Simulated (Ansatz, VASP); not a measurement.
Al: VASP beside Ansatz

File INCAR:

```
ALGO = Fast
EDIFF = 1E-7
ENCUT = 520
GGA = PE
ISIF = 2
ISMEAR = 0
LASPH = True
LCHARG = False
LREAL = False
LWAVE = False
NBANDS = 10
NELM = 80
PREC = Accurate
SIGMA = 0.15
```

File KPOINTS:

```
k-points
0
Gamma
  20 20 12
```

POSCAR

```
Al
1.0
   -1.6175102401      1.6175102401      1.6175102401
    1.6175102401     -1.6175102401      1.6175102401
    3.2350204801      3.2350204801      0.0000000000
Al
2
Direct
    0.0108309563     -0.0868737516      0.0000000000
    0.4891690437      0.5868737516      0.5000000000
```

Input for Ansatz:

```yaml
crystal:
  lattice:
    - [-1.6175102401, 1.6175102401, 1.6175102401]
    - [1.6175102401, -1.6175102401, 1.6175102401]
    - [3.2350204801, 3.2350204801, 0.0]
  atoms:
    - { symbol: Al, position: [0.0108309563, -0.0868737516, 0.0] }
    - { symbol: Al, position: [0.4891690437, 0.5868737516, 0.5] }
basis:
  ecutwfc: 420
kpoints:
  mp_grid: { grid: [20, 20, 12] }
hamiltonian:
  xc: pbe
scf:
  occupations: { method: gaussian, width: 0.15 }
output:
  forces: true
  stress: true
  eigenvalues: true
```

Change from the starting cell: mode 1 frozen in at -0.224 Å and mode 5 at -0.123 Å (largest displacements).

Alike in both runs: task single point; functional PBE; k mesh 20 × 20 × 12; occupations gaussian, width 0.15 eV; no spin polarisation.

```csv
,VASP,Ansatz
version,VASP 6.6.1,Ansatz 0.2.0
potentials or method,"VASP PAW PBE potentials, release 64 (Al), cutoff 520 eV","scalar-relativistic, plane waves, PAW"
valence electrons in the cell,6,6
```

```csv
,VASP,Ansatz,Ansatz less VASP
gap on the k mesh at the Fermi level (eV),none,none,-
pressure (GPa),0.7,0.8,+0.02
"traceless stress, the component that is largest in VASP (GPa)",-1.65,-1.66,-0.007
rms of the force components (eV/Å),0.242,0.242,+0.0002
```

Atom by atom the forces differ by 0.000 eV/Å (rms over components). A gap of «none» marks a metal or a gap that the smearing closes.
